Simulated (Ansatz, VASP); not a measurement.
**One calculation of SnO2, two programs**

```
Sn O
1.0
    -2.00007    2.00007    5.12368
     2.00007   -2.00007    5.12368
     2.00007    2.00007   -5.12368
Sn O
2 4
Direct
  0.75000 0.25000 0.50000
  0.00000 0.00000 0.00000
  0.79652 0.79652 0.00000
  0.95348 0.45348 0.50000
  0.20348 0.20348 0.00000
  0.54652 0.04652 0.50000
```

Alike in both runs: task relaxation of cell and atoms; functional PBEsol; k mesh 6 × 6 × 6; no spin polarisation.

```csv
,VASP,Ansatz
version,VASP 6.6.1,Ansatz 0.2.0
potentials or method,"VASP PAW PBE potentials, release 64 (Sn_d, O), cutoff 600 eV","plane waves, PAW"
occupations,"methfessel-paxton of order 1, width 0.02 eV","cold, width 0.02 eV"
valence electrons in the cell,52,52
```

```tsv
	VASP	Ansatz	Ansatz less VASP
relaxed volume (Å³/atom)	13.77	13.74	-0.028
relaxed cell length with the largest relative difference (Å)	5.858	5.856	-0.0016
```

VASP's potentials were made for PBE, not for PBEsol.
